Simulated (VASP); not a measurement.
# Sr2CuSO2 in VASP: notebook, part 2 of 2

VASP 6.6.1. Earlier steps stand in the parts before.

## (4) Single point, PBE

This run uses another cell than the first one, of 16.77 Å³/atom.

Contents of INCAR:

```
PREC = Accurate ; ENCUT = 820
EDIFF = 1E-6 ; ISMEAR = -1
SIGMA = 0.05 ; LREAL = False
LASPH = True ; NELM = 120
ALGO = Normal ; ISIF = 2
LWAVE = False ; LCHARG = True
GGA = PE ; LELF = True
LVHAR = True ; NBANDS = 38
GGA_COMPAT = False
```

Contents of KPOINTS:

```
Automatic mesh
0
Gamma
  7 7 4
```

Contents of POSCAR:

```
Sr2CuSO2
1.0
    3.8496021699      0.0000000000      0.0000000000
    0.0000000000      3.8496021699      0.0000000000
    0.0000000000      0.0000000000      6.7882783291
Sr Cu S O
2 1 1 2
Direct
    0.0000000000      0.0000000000      0.7508430000
    0.0000000000      0.0000000000      0.2491570000
    0.5000000000      0.5000000000      0.0000000000
    0.5000000000      0.5000000000      0.5000000000
    0.5000000000      0.0000000000      0.0000000000
    0.0000000000      0.5000000000      0.0000000000
```

Potentials or basis: VASP PAW PBE potentials, release 64 (Sr_sv, Cu_sv_GW, S, O).

The run is started by

```sh
$ cat potpaw_PBE.64/Sr_sv/POTCAR potpaw_PBE.64/Cu_sv_GW/POTCAR potpaw_PBE.64/S/POTCAR potpaw_PBE.64/O/POTCAR > POTCAR
$ mpirun -np 1 vasp_std > vasp.out
```

OUTCAR:

```text
PREC = Accurate
   ENCUT = 820
   EDIFF = 1E-6
   ISMEAR = -1
   LREAL = False
   LASPH = True
   NELM = 120
   ISIF = 2
   GGA = PE

 ion  position               nearest neighbor table
   1  0.000  0.000  0.751-   5 2.56   6 2.56   6 2.56   5 2.56   3 3.20   3 3.20   3 3.20   3 3.20
                             4 3.21   4 3.21   4 3.21   4 3.21   2 3.38   2 3.41   2 5.12   2 5.12
   2  0.000  0.000  0.249-   5 2.56   6 2.56   6 2.56   5 2.56   3 3.20   3 3.20   3 3.20   3 3.20
                             4 3.21   4 3.21   4 3.21   4 3.21   1 3.38   1 3.41   1 5.12   1 5.12
   3  0.500  0.500  0.000-   5 1.92   6 1.92   5 1.92   6 1.92   1 3.20   2 3.20   1 3.20   1 3.20
                             2 3.20   2 3.20   1 3.20   2 3.20
   4  0.500  0.500  0.500-   1 3.21   2 3.21   1 3.21   2 3.21   1 3.21   2 3.21   1 3.21   2 3.21

   5  0.500  0.000  0.000-   3 1.92   3 1.92   1 2.56   2 2.56   1 2.56   2 2.56
   6  0.000  0.500  0.000-   3 1.92   3 1.92   1 2.56   1 2.56   2 2.56   2 2.56

  LATTYP: Found a simple tetragonal cell.
 ALAT       =     3.8496021699
 C/A-ratio  =     1.7633713900

  Lattice vectors:

 A1 = (   3.8496021699,   0.0000000000,   0.0000000000)
 A2 = (   0.0000000000,   3.8496021699,   0.0000000000)
[... 188 lines left out ...]
 fundamental gap:      0.1300547490
 Fermi energy:         3.7787605790

 k-point     1 :       0.0000    0.0000    0.0000
  band No.  band energies     occupation
      1    -108.7708      2.00000
      2     -66.2841      2.00000
      3     -66.2841      2.00000
      4     -65.8747      2.00000
      5     -30.2102      2.00000
      6     -30.1155      2.00000
[... 973 lines left out ...]
     37      10.8602      0.00000
     38      10.9271      0.00000

 [... further k-points ...]

------------------------ aborting loop because EDIFF is reached ----------------------------------------

  FORCE on cell =-STRESS in cart. coord.  units (eV):
  Direction    XX          YY          ZZ          XY          YZ          ZX
  --------------------------------------------------------------------------------------
  -------------------------------------------------------------------------------------
  Total        2.7015500      2.7015500      1.8232728      0.0000000      0.0000000     -0.0000000
  in kB       43.0261266     43.0261266     29.0382808      0.0000000      0.0000000     -0.0000000
  external PRESSURE =      38.3635114 kB  Pullay stress =       0.0000000 kB

 VOLUME and BASIS-vectors are now :
 -----------------------------------------------------------------------------
  energy-cutoff  :      820.00
  volume of cell :      100.60
      direct lattice vectors                 reciprocal lattice vectors
     3.849602170  0.000000000  0.000000000     0.259767102  0.000000000  0.000000000
     0.000000000  3.849602170  0.000000000     0.000000000  0.259767102  0.000000000
     0.000000000  0.000000000  6.788278329     0.000000000  0.000000000  0.147312758

 POSITION                                       TOTAL-FORCE (eV/Angst)
 -----------------------------------------------------------------------------------
      0.00000      0.00000      5.09693         0.000000     -0.000000     -0.184502
      0.00000      0.00000      1.69135        -0.000000      0.000000      0.184502
      1.92480      1.92480      0.00000        -0.000000     -0.000000      0.000000
      1.92480      1.92480      3.39414        -0.000000     -0.000000      0.000000
      1.92480      0.00000      0.00000        -0.000000     -0.000000      0.000000
      0.00000      1.92480      0.00000        -0.000000     -0.000000      0.000000
 -----------------------------------------------------------------------------------
    total drift:                                0.000000      0.000000     -0.000000

  FREE ENERGIE OF THE ION-ELECTRON SYSTEM (eV)
  ---------------------------------------------------
  free  energy   TOTEN  =       -32.0161202701 eV

  energy  without entropy=      -32.0045365185  energy(sigma->0) =      -32.01032839
```

OSZICAR:

```text
N       E                     dE             d eps       ncg     rms          rms(c)
DAV:   1     0.635722916167E+03    0.63572E+03   -0.41937E+04  3832   0.305E+03
DAV:   2     0.213685786879E+02   -0.61435E+03   -0.59060E+03  3616   0.824E+02
DAV:   3    -0.340425711396E+02   -0.55411E+02   -0.54849E+02  3840   0.224E+02
DAV:   4    -0.385824986332E+02   -0.45399E+01   -0.45250E+01  4176   0.465E+01
DAV:   5    -0.388291863107E+02   -0.24669E+00   -0.24636E+00  2726   0.762E+00    0.295E+01
DAV:   6    -0.368791952303E+02    0.19500E+01   -0.92435E+01  3952   0.259E+02    0.255E+01
DAV:   7    -0.320788696484E+02    0.48003E+01   -0.24376E+01  3408   0.236E+02    0.148E+01
DAV:   8    -0.320377158477E+02    0.41154E-01   -0.27370E+00  3756   0.403E+01    0.489E+00
DAV:   9    -0.320168260641E+02    0.20890E-01   -0.29492E-01  3692   0.874E+00    0.838E-01
DAV:  10    -0.320160672216E+02    0.75884E-03   -0.46115E-02  3796   0.379E+00    0.368E-01
DAV:  11    -0.320160423555E+02    0.24866E-04   -0.37310E-03  3514   0.108E+00    0.176E-01
DAV:  12    -0.320160363995E+02    0.59560E-05   -0.80274E-04  3730   0.716E-01    0.879E-02
DAV:  13    -0.320161191859E+02   -0.82786E-04   -0.16439E-04  3454   0.287E-01    0.129E-02
DAV:  14    -0.320161196160E+02   -0.43019E-06   -0.20881E-05  3914   0.146E-01    0.683E-03
DAV:  15    -0.320161202701E+02   -0.65404E-06   -0.13928E-06  2020   0.117E-02
   1 F= -.32016120E+02 E0= -.32010328E+02  d E =-.115838E-01
```

Wall time 1.8 min (1 thread of AMD EPYC 9R45 (Zen 5), shared host); peak memory 0.41 GiB.

Results:

```
Free energy            : -32.0161 eV
Pressure               : 3.8 GPa
Largest force          : 0.185 eV/Å
Band gap on the k mesh : zero (an odd number of electrons rules out a gap without spin polarisation)
```

Forces in eV/Å, atoms in the order of the input:
```
Sr   0.000  0.000 -0.185
Sr   0.000  0.000  0.185
Cu   0.000  0.000  0.000
S    0.000  0.000  0.000
O    0.000  0.000  0.000
O    0.000  0.000  0.000
```

Levels at points of the mesh, in eV from the Fermi level:
```tsv
k point	band 27	band 28	band 29	band 30	band 31	band 32
(0.00, 0.00, 0.00)	-1.27	-0.56	-0.56	1.99	3.20	3.36
(0.00, 0.00, 0.50)	-1.43	-0.67	-0.67	3.68	4.09	4.09
```

Caveat: the cell stands under pressure; an odd number of electrons without spin polarisation forces a metal; a magnetic or distorted state may lie lower; semilocal functionals often make such compounds metallic where correlation or magnetic order opens a gap, which also shifts bond lengths. With open d or f shells a metallic result of PBE can be an artefact of self-interaction; +U or a hybrid may open a gap.

## (5) Summary

```csv
cell,gap on the mesh (eV),pressure (GPa),largest force (eV/Å)
"a = 3.902, b = 3.902, c = 6.881 Å, 6 atoms, atomic positions A",none,0.2,0.67
"a = 3.876, b = 3.876, c = 6.835 Å, 6 atoms, atomic positions B",none,1.8,0.06
"a = 3.850, b = 3.850, c = 6.788 Å, 6 atoms, atomic positions B",none,3.8,0.18
```

Alike in all rows: task single point; level PBE; potentials or basis VASP PAW PBE potentials, release 64 (Sr_sv, Cu_sv_GW, S, O); no spin polarisation; k mesh 7 × 7 × 4; cutoff (eV) 820; smearing fermi-dirac 0.05 eV.

Caveats: an odd number of electrons without spin polarisation forces a metal; a magnetic or distorted state may lie lower; semilocal functionals often make such compounds metallic where correlation or magnetic order opens a gap, which also shifts bond lengths; the cell stands under pressure (at least some runs).

Absolute energies hang on the potentials; compare differences alone.

The gap in the log of VASP goes by the Fermi energy; the results here count the filled bands.